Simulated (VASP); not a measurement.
# Ga2SnO2 (P4/mmm) in VASP: notebook, part 2 of 3

VASP 6.6.1. The steps go on from the part before.

## 3. Single point, PBE

This run uses another cell than the first one, of 19.32 Å³/atom.

File INCAR:

```
PREC = Accurate
ENCUT = 520
EDIFF = 1E-6
ISMEAR = 0
SIGMA = 0.1
LREAL = F
LASPH = T
NELM = 60
ALGO = Normal
ISIF = 2
LWAVE = F
LCHARG = T
GGA = PE
LELF = T
LVHAR = T
NBANDS = 34
```

File KPOINTS:

```
regular mesh
0
Gamma
  6 6 4
```

File POSCAR:

```
Ga2SnO2
1.0
    3.6748432700      0.0000000000      0.0000000000
    0.0000000000      3.6748432700      0.0000000000
    0.0000000000      0.0000000000      7.1544374700
Ga Sn O
2 1 2
Direct
    0.5000000000      0.5000000000      0.2949224600
    0.5000000000      0.5000000000      0.7050775400
    0.0000000000      0.0000000000      0.0000000000
    0.0000000000      0.0000000000      0.7587220300
    0.0000000000      0.0000000000      0.2412779700
```

Potentials or basis: VASP PAW PBE potentials, release 64 (Ga_d, Sn_d, O).

The run is started by

```console
cat potpaw_PBE.64/Ga_d/POTCAR potpaw_PBE.64/Sn_d/POTCAR potpaw_PBE.64/O/POTCAR > POTCAR
mpirun -np 1 vasp_std > vasp.out
```

OUTCAR:

```text
PREC = Accurate
   ENCUT = 520
   EDIFF = 1E-6
   ISMEAR = 0
   LREAL = F
   LASPH = T
   NELM = 60
   ISIF = 2
   GGA = PE

 ion  position               nearest neighbor table
   1  0.500  0.500  0.295-
   2  0.500  0.500  0.705-
   3  0.000  0.000  0.000-   4 1.73   5 1.73
   4  0.000  0.000  0.759-   3 1.73
   5  0.000  0.000  0.241-   3 1.73

  LATTYP: Found a simple tetragonal cell.
 ALAT       =     3.6748432700
 C/A-ratio  =     1.9468687354

  Lattice vectors:

 A1 = (   3.6748432700,   0.0000000000,   0.0000000000)
 A2 = (   0.0000000000,   3.6748432700,   0.0000000000)
 A3 = (   0.0000000000,   0.0000000000,   7.1544374700)

Analysis of symmetry for initial positions (statically):
=====================================================================
 Subroutine PRICEL returns:
 Original cell was already a primitive cell.

 Routine SETGRP: Setting up the symmetry group for a
 simple tetragonal supercell.

 Subroutine GETGRP returns: Found 16 space group operations
 (whereof 16 operations were pure point group operations)
 out of a pool of 16 trial point group operations.

The static configuration has the point symmetry D_4h.

Analysis of symmetry for dynamics (positions and initial velocities):
=====================================================================
 Subroutine PRICEL returns:
 Original cell was already a primitive cell.

 Routine SETGRP: Setting up the symmetry group for a
 simple tetragonal supercell.

 Subroutine GETGRP returns: Found 16 space group operations
 (whereof 16 operations were pure point group operations)
 out of a pool of 16 trial point group operations.

The dynamic configuration has the point symmetry D_4h.

 Subroutine INISYM returns: Found 16 space group operations
 (whereof 16 operations are pure point group operations),
 and found     1 'primitive' translations

----------------------------------------------------------------------------------------

                                     Primitive cell

  volume of cell :      96.6169

  direct lattice vectors                    reciprocal lattice vectors
     3.674843270  0.000000000  0.000000000     0.272120449  0.000000000  0.000000000
     0.000000000  3.674843270  0.000000000     0.000000000  0.272120449  0.000000000
     0.000000000  0.000000000  7.154437470     0.000000000  0.000000000  0.139773393

  length of vectors
     3.674843270  3.674843270  7.154437470     0.272120449  0.272120449  0.139773393

  position of ions in fractional coordinates (direct lattice)
     0.500000000  0.500000000  0.294922460
     0.500000000  0.500000000  0.705077540
     0.000000000  0.000000000  0.000000000
     0.000000000  0.000000000  0.758722030
     0.000000000  0.000000000  0.241277970

  ion indices of the primitive-cell ions
   primitive index   ion index
                 1           1
                 2           2
                 3           3
                 4           4
                 5           5

----------------------------------------------------------------------------------------

 KPOINTS: regular mesh

Automatic generation of k-mesh.
 Grid dimensions read from file:
 generate k-points for:    6    6    4

 Generating k-lattice:

  Cartesian coordinates                     Fractional coordinates (reciprocal lattice)
     0.045353408  0.000000000  0.000000000     0.166666667  0.000000000  0.000000000
     0.000000000  0.045353408  0.000000000     0.000000000  0.166666667  0.000000000
     0.000000000  0.000000000  0.034943348     0.000000000  0.000000000  0.250000000

  Length of vectors
     0.045353408  0.045353408  0.034943348

  Shift w.r.t. Gamma in fractional coordinates (k-lattice)
     0.000000000  0.000000000  0.000000000

 Subroutine IBZKPT returns following result:
 ===========================================

 Found     30 irreducible k-points:

 Following reciprocal coordinates:
            Coordinates               Weight
  0.000000  0.000000  0.000000      1.000000
  0.166667  0.000000  0.000000      4.000000
  0.333333  0.000000  0.000000      4.000000
  0.500000  0.000000  0.000000      2.000000
  0.166667  0.166667  0.000000      4.000000
  0.333333  0.166667  0.000000      8.000000
[... 16 lines left out ...]
  0.333333  0.000000  0.500000      4.000000
  0.500000  0.000000  0.500000      2.000000
 [... further k-points ...]
   k-points           NKPTS =     30   k-points in BZ     NKDIM =     30   number of bands    NBANDS=     34
   number of dos      NEDOS =    301   number of ions     NIONS =      5
   total plane-waves  NPLWV =  42336
   dimension x,y,z NGX =    28 NGY =   28 NGZ =   54
   dimension x,y,z NGXF=    56 NGYF=   56 NGZF=  108
   ions per type =               2   1   2
   NGX,Y,Z   is equivalent  to a cutoff of  12.67, 12.67, 12.55 a.u.
   NGXF,Y,Z  is equivalent  to a cutoff of  25.33, 25.33, 25.10 a.u.
 SYSTEM =  unknown system
   PREC   = accura    normal or accurate (medium, high low for compatibility)
   ISTART =      0    job   : 0-new  1-cont  2-samecut
   ICHARG =      2    charge: 1-file 2-atom 10-const
   ISPIN  =      1    spin polarized calculation?
   LNONCOLLINEAR =      F non collinear calculations
   LSORBIT =      F    spin-orbit coupling
   LASPH  =      T    aspherical Exc in radial PAW
   ENCUT  =  520.0 eV  38.22 Ry    6.18 a.u.   6.83  6.83 13.30*2*pi/ulx,y,z
   NELM   =     60;   NELMIN=  2; NELMDL= -5     # of ELM steps
   EDIFF  = 0.1E-05   stopping-criterion for ELM
   LREAL  =      F    real-space projection
   EDIFFG = 0.1E-04   stopping-criterion for IOM
   NSW    =      0    number of steps for IOM
   IBRION =     -1    ionic relax: 0-MD 1-quasi-New 2-CG
   NFREE  =      0    steps in history (QN), initial steepest desc. (CG)
   ISIF   =      2    stress and relaxation
   ISYM   =      2    0-nonsym 1-usesym 2-fastsym
   POTIM  = 0.5000    time-step for ionic-motion
   TEBEG  =    0.0;   TEEND  =   0.0 temperature during run
   PSTRESS=    0.0 pullay stress
   NELECT =      52.0000    total number of electrons
   NUPDOWN=      -1.0000    fix difference up-down
   EMIN   =  10.00;   EMAX   =-10.00  energy-range for DOS
   EFERMI =   0.00;   METHOD = LEGACY
   ISMEAR =     0;   SIGMA  =   0.10  broadening in eV -4-tet -1-fermi 0-gaus
   EFERMI_NEDOS =   21; number of points for ismear=-14 and -15
   IALGO  =     38    algorithm
   IMIX   =      4    mixing-type and parameters
     AMIX     =   0.40;   BMIX     =  1.00
     AMIX_MAG =   1.60;   BMIX_MAG =  1.00
  volume/ion in A,a.u.               =      19.32       130.40
  Fermi-wavevector in a.u.,A,eV,Ry     =   1.331655  2.516462 24.127262  1.773304
  Thomas-Fermi vector in A             =   2.460649
   LORBIT       =      0    0 simple, 1 ext, 2 COOP (PROOUT), +10 PAW based schemes
   GGA     = PE    functional components
   LHFCALC =     F    Hartree Fock is set to
   AEXX    =    0.0000 exact exchange contribution
   IVDW    =     0    specifies the selected vdW correction
   LEPSILON=     F    determine dielectric tensor
   LRPA    =     F    only Hartree local field effects (RPA)
 non-spin polarized calculation
 Gauss-broadening in eV      SIGMA  =   0.10
  energy-cutoff  :      520.00
  volume of cell :       96.62
 maximum number of plane-waves:      2627
 NGX is ok and might be reduce to    28
   NGX = 13   NGY = 13   NGZ = 27

 number of electron      51.9999974 magnetization

 Free energy of the ion-electron system (eV)
  ---------------------------------------------------
  ext. energy  EPLUGINS =         0.00000000
  ---------------------------------------------------
  free energy    TOTEN  =       -19.11521884 eV

  energy without entropy =      -19.10818625  energy(sigma->0) =      -19.11170255

 E-fermi :   4.4985     XC(G=0):  -9.6647

 val. band max:        4.4824741476   @ k =   0.3333   0.3333   0.5000
 cond. band min:       4.5077284783   @ k =   0.3333   0.1667   0.5000
 fundamental gap:      0.0252543308
 Fermi energy:         4.4985000581

 k-point     1 :       0.0000    0.0000    0.0000
  band No.  band energies     occupation
      1     -19.8812      2.00000
      2     -17.8929      2.00000
      3     -17.8201      2.00000
      4     -17.7095      2.00000
      5     -17.7095      2.00000
      6     -15.1366      2.00000
[... 877 lines left out ...]
     33       9.8842      0.00000
     34      11.1754      0.00000

 [... further k-points ...]

------------------------ aborting loop because EDIFF is reached ----------------------------------------

  FORCE on cell =-STRESS in cart. coord.  units (eV):
  Direction    XX          YY          ZZ          XY          YZ          ZX
  --------------------------------------------------------------------------------------
  -------------------------------------------------------------------------------------
  Total       -0.0782860     -0.0782860     28.1129517      0.0000000     -0.0000000      0.0000000
  in kB       -1.2981992     -1.2981992    466.1910088      0.0000000     -0.0000000      0.0000000
  external PRESSURE =     154.5315368 kB  Pullay stress =       0.0000000 kB

 VOLUME and BASIS-vectors are now :
 -----------------------------------------------------------------------------
  energy-cutoff  :      520.00
  volume of cell :       96.62
      direct lattice vectors                 reciprocal lattice vectors
     3.674843270  0.000000000  0.000000000     0.272120449  0.000000000  0.000000000
     0.000000000  3.674843270  0.000000000     0.000000000  0.272120449  0.000000000
     0.000000000  0.000000000  7.154437470     0.000000000  0.000000000  0.139773393

 POSITION                                       TOTAL-FORCE (eV/Angst)
 -----------------------------------------------------------------------------------
      1.83742      1.83742      2.11000         0.000000     -0.000000      0.289736
      1.83742      1.83742      5.04443        -0.000000      0.000000     -0.289736
      0.00000      0.00000      0.00000        -0.000000      0.000000      0.000000
      0.00000      0.00000      5.42823        -0.000000     -0.000000     -7.916556
      0.00000      0.00000      1.72621        -0.000000      0.000000      7.916556
 -----------------------------------------------------------------------------------
    total drift:                                0.000000      0.000000      0.000000

  FREE ENERGIE OF THE ION-ELECTRON SYSTEM (eV)
  ---------------------------------------------------
  free  energy   TOTEN  =       -19.1152188414 eV

  energy  without entropy=      -19.1081862511  energy(sigma->0) =      -19.11170255
```

It took 79 s on 1 thread of Intel Xeon Platinum 8259CL at 2.50GHz (Skylake/Cascade Lake), shared host; peak memory 0.25 GiB.

Results:

```yaml
Free_energy: -19.1152 eV
Pressure: 15.5 GPa
Largest_force: 7.917 eV/Å
Band_gap_on_the_k_mesh: zero (bands 26 and 27 overlap by 1.05 eV)
```

Forces on the atoms (eV/Å):
```
Ga   0.000  0.000  0.290
Ga   0.000  0.000 -0.290
Sn   0.000  0.000  0.000
O    0.000  0.000 -7.917
O    0.000  0.000  7.917
```

Stress tensor (GPa, compression positive):
```
-0.13  0.00  0.00
 0.00 -0.13  0.00
 0.00  0.00 46.62
```

Caveat: the cell stands under pressure; spin-orbit coupling is left out, which moves the levels of the heavy elements; forces of over 1 eV/Å act on the atoms, so gaps and moduli don't describe the material at rest.

## 4. Single point, PBE

This run uses another cell than the first one, of 15.57 Å³/atom.

File INCAR:

```
SYSTEM = Ga2SnO2
PREC = Accurate
ENCUT = 520
EDIFF = 1E-7
ISMEAR = 0
SIGMA = 0.1
LREAL = .FALSE.
LASPH = .TRUE.
NELM = 100
ALGO = Normal
ISIF = 2
LWAVE = .FALSE.
LCHARG = .TRUE.
GGA = PE
LELF = .TRUE.
LVHAR = .TRUE.
NBANDS = 34
```

File KPOINTS:

```
regular mesh
0
G
  12 12 4
  0 0 0
```

File POSCAR:

```
Ga2SnO2
1.0
    2.9649073563      0.0000000000      0.0000000000
    0.0000000000      2.9649073563      0.0000000000
    0.0000000000      0.0000000000      8.8532387164
Ga Sn O
2 1 2
Direct
    0.5000000000      0.5000000000      0.3547833705
    0.5000000000      0.5000000000      0.6452166295
    0.0000000000      0.0000000000      0.0000000000
    0.0000000000      0.0000000000      0.7126602700
    0.0000000000      0.0000000000      0.2873397300
```

The run is started by

```console
cat potpaw_PBE.64/Ga_d/POTCAR potpaw_PBE.64/Sn_d/POTCAR potpaw_PBE.64/O/POTCAR > POTCAR
mpirun -np 1 vasp_std > vasp.out
```

Wall time 2.9 min (1 thread of Intel Xeon Platinum 8259CL at 2.50GHz (Skylake/Cascade Lake), shared host); peak memory 0.33 GiB.

It converged, with:

* Free energy: -23.7413 eV
* Pressure: 0.3 GPa
* Largest force: 0.033 eV/Å
* Band gap on the k mesh: zero (bands 26 and 27 overlap by 2.65 eV)

Forces on the atoms (eV/Å):
```
Ga   0.000  0.000  0.032
Ga   0.000  0.000 -0.032
Sn   0.000  0.000  0.000
O    0.000  0.000  0.033
O    0.000  0.000 -0.033
```

Stress tensor (GPa, compression positive):
```
0.40 0.00 0.00
0.00 0.40 0.00
0.00 0.00 0.02
```

Levels at points of the mesh, in eV from the Fermi level:
```
           k point  band 22  band 23  band 24  band 25  band 26  band 27  band 28  band 29  band 30  band 31
(0.00, 0.00, 0.00)    -4.45    -4.36    -4.36    -3.21    -2.70     0.83     1.61     6.81     6.89     6.89
(0.50, 0.00, 0.00)    -4.43    -4.05    -3.59    -3.56    -2.50     1.24     2.19     2.79     3.44     4.66
(0.50, 0.50, 0.00)    -4.94    -4.25    -3.83    -1.41    -1.39    -1.39    -1.01     1.55     3.01     3.01
(0.00, 0.00, 0.50)    -4.43    -4.43    -4.37    -4.37    -1.89     0.20     2.18     6.07     6.90     6.90
(0.50, 0.00, 0.50)    -4.01    -3.58    -3.57    -3.40    -3.00     0.28     2.78     3.24     3.82     4.08
(0.50, 0.50, 0.50)    -4.77    -4.49    -3.82    -1.49    -1.34    -1.34    -0.87     2.08     2.88     2.88
```

Caveat: spin-orbit coupling is left out, which moves the levels of the heavy elements.

(Continued in part 3 of 3.)
